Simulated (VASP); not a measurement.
Input of a VASP 6.6.1 run:

The input INCAR:

```
PREC = Accurate
ENCUT = 520
EDIFF = 1E-7
ISMEAR = 0
SIGMA = 0.02
LREAL = F
LASPH = T
NELM = 80
ALGO = Normal
ISIF = 2
LWAVE = F
LCHARG = F
GGA = PS
NBANDS = 11
```

File KPOINTS:

```
regular mesh
0
Gamma
  10 10 10
```

Contents of POSCAR:

```
MgO
1.0
    0.0000000000      2.1070232061      2.1070232061
    2.1070232061      0.0000000000      2.1070232061
    2.1070232061      2.1070232061      0.0000000000
Mg O
1 1
Direct
    0.0000000000      0.0000000000      0.0000000000
    0.5000000000      0.5000000000      0.5000000000
```

Potentials or basis: VASP PAW PBE potentials, release 64 (Mg, O).

Command:

```sh
$ cat potpaw_PBE.64/Mg/POTCAR potpaw_PBE.64/O/POTCAR > POTCAR
$ mpirun -np 1 vasp_std > vasp.out
```

Problem. Predict the pressure.

Solution. -0.5 GPa.

Problem. Predict the band gap on the k mesh.

Solution. 4.62 eV, direct.

Caveat: the PAW data sets were made with another functional, which shifts forces and pressure a little. PBEsol gaps usually lie below the measured ones, often by a third to a half.
